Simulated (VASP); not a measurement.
Input of a VASP 6.6.1 run:

File INCAR:

```
SYSTEM = Ir
PREC = Accurate
ENCUT = 600
EDIFF = 1E-7
ISMEAR = 0
SIGMA = 0.1
LREAL = .False.
LASPH = .True.
NELM = 100
ALGO = Fast
ISIF = 3
LWAVE = .False.
LCHARG = .False.
GGA = PE
IVDW = 12
IBRION = 2
NSW = 70
EDIFFG = -0.005
```

The input KPOINTS:

```
regular mesh
0
Gamma
  18 18 18
  0 0 0
```

POSCAR

```
Ir
1.0
    0.0000000000      1.9353304886      1.9353304886
    1.9353304886      0.0000000000      1.9353304886
    1.9353304886      1.9353304886      0.0000000000
Ir
1
Direct
    0.0000000000      0.0000000000      0.0000000000
```

Potentials or basis: VASP PAW PBE potentials, release 64 (Ir).

Command:

```bash
$ cat potpaw_PBE.64/Ir/POTCAR > POTCAR
$ mpirun -np 1 vasp_std > vasp.out
```

What does it give for the relaxed volume?

14.19 Å³/atom.

Estimate the space group after relaxing (to 0.05 Å).

Fm-3m (No. 225).

Predict the dispersion energy per atom.

-0.733 eV.

Step by step:
| step | energy change (eV) | largest force (eV/Å) | pressure (GPa) | volume (Å³) |
| --- | --- | --- | --- | --- |
| 1 | 0.0000 | 0.0000 | -7.69 | 14.50 |
| 2 | 0.1105 | 0.0000 | 37.35 | 13.09 |
| 3 | -0.0076 | 0.0000 | -0.24 | 14.20 |
| 4 | -0.0076 | 0.0000 | -0.02 | 14.19 |

Caveat: pairwise dispersion overbinds metals, which lowers pressure and volume.
